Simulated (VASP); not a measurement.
Write the native input for VASP 6.6.1 that does the following.

```yaml
Task: single point
Functional: r2SCAN
Potentials_or_basis: VASP PAW PBE potentials, release 64 (Hf_pv, C)
Cutoff: 520 eV
k_mesh: 16 × 16 × 16
Occupations: gaussian, width 0.1 eV
Spin: no spin polarisation
Dipole_correction: no
Further_INCAR_settings: ALGO = Normal; EDIFF = 1e-07; NBANDS = 14
```

The system is HfC.

```
CELL_PARAMETERS angstrom
0.00000 2.34337 2.34337
2.34337 0.00000 2.34337
2.34337 2.34337 0.00000
ATOMIC_POSITIONS crystal
Hf 0.50000 0.50000 0.50000
C 0.00000 0.00000 0.00000
```

These files were run (other wordings do the same):

POSCAR

```
HfC
1.0
    0.0000000000      2.3433725186      2.3433725186
    2.3433725186      0.0000000000      2.3433725186
    2.3433725186      2.3433725186      0.0000000000
Hf C
1 1
Direct
    0.5000000000      0.5000000000      0.5000000000
    0.0000000000      0.0000000000      0.0000000000
```

INCAR.step1

```
SYSTEM = HfC
ALGO     = Normal         ! electronic algorithm
EDIFF    = 1E-4           ! SCF threshold, eV
ENCUT    = 520            ! plane-wave cutoff, eV
GGA      = PE             ! functional
ISMEAR   = 0              ! smearing method
LASPH    = .True.         ! aspherical terms in the spheres
LCHARG   = .False.        ! write CHGCAR
LREAL    = .False.        ! projectors in reciprocal space
LWAVE    = .True.         ! write WAVECAR
NBANDS   = 14             ! bands
NELM     = 80             ! most SCF steps
PREC     = Accurate       ! precision mode
SIGMA    = 0.1            ! smearing width, eV
```

INCAR.step2

```
SYSTEM = HfC
ALGO     = Normal         ! electronic algorithm
EDIFF    = 1E-7           ! SCF threshold, eV
ENCUT    = 520            ! plane-wave cutoff, eV
ISIF     = 2              ! what is computed and relaxed
ISMEAR   = 0              ! smearing method
ISTART   = 1            
LASPH    = .True.         ! aspherical terms in the spheres
LCHARG   = .False.        ! write CHGCAR
LMIXTAU  = .True.       
LREAL    = .False.        ! projectors in reciprocal space
LWAVE    = .False.        ! write WAVECAR
METAGGA  = R2SCAN         ! meta-GGA
NBANDS   = 14             ! bands
NELM     = 80             ! most SCF steps
PREC     = Accurate       ! precision mode
SIGMA    = 0.1            ! smearing width, eV
```

KPOINTS

```
k-points
0
Gamma
  16 16 16
  0 0 0
```

Potentials or basis: VASP PAW PBE potentials, release 64 (Hf_pv, C).

Command:

```sh
$ cat potpaw_PBE.64/Hf_pv/POTCAR potpaw_PBE.64/C/POTCAR > POTCAR
$ cp INCAR.step1 INCAR
$ mpirun -np 1 vasp_std > vasp.out
$ cp INCAR.step2 INCAR
$ mpirun -np 1 vasp_std > vasp.out
```

It gave:

- Pressure: -8.0 GPa
- Band gap on the k mesh: zero (bands 7 and 8 overlap by 1.45 eV)

Caveat: the cell stands under tension; the PAW data sets were made with another functional, which shifts forces and pressure a little; spin-orbit coupling is left out, which moves the levels of the heavy elements.

Wall time 8 min on 1 thread of Intel Xeon 8259CL, with other jobs on the host, peak memory 0.21 GiB.
